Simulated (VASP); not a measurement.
Here is a VASP 6.6.1 calculation.

File INCAR:

```
  PREC = Accurate
  ENCUT = 520
  EDIFF = 1E-7
  ISMEAR = 0
  SIGMA = 0.1
  LREAL = False
  LASPH = True
  NELM = 60
  ALGO = Normal
  ISIF = 2
  LWAVE = False
  LCHARG = True
  GGA = PE
  LELF = True
  LVHAR = True
  NBANDS = 7
```

KPOINTS

```
regular mesh
0
Gamma
  22 22 22
```

The input POSCAR:

```
Be
1.0
    0.0000000000      1.5790487910      1.5790487910
    1.5790487910      0.0000000000      1.5790487910
    1.5790487910      1.5790487910      0.0000000000
Be
1
Direct
    0.0000000000      0.0000000000      0.0000000000
```

Potentials or basis: VASP PAW PBE potentials, release 64 (Be).

The run is started by

```bash
$ cat potpaw_PBE.64/Be/POTCAR > POTCAR
$ mpirun -np 1 vasp_std > vasp.out
```

(1) Predict the band gap on the k mesh.

(2) Predict the pressure.

Answers

(1) zero (bands 1 and 2 overlap by 0.70 eV).

(2) 0.1 GPa.
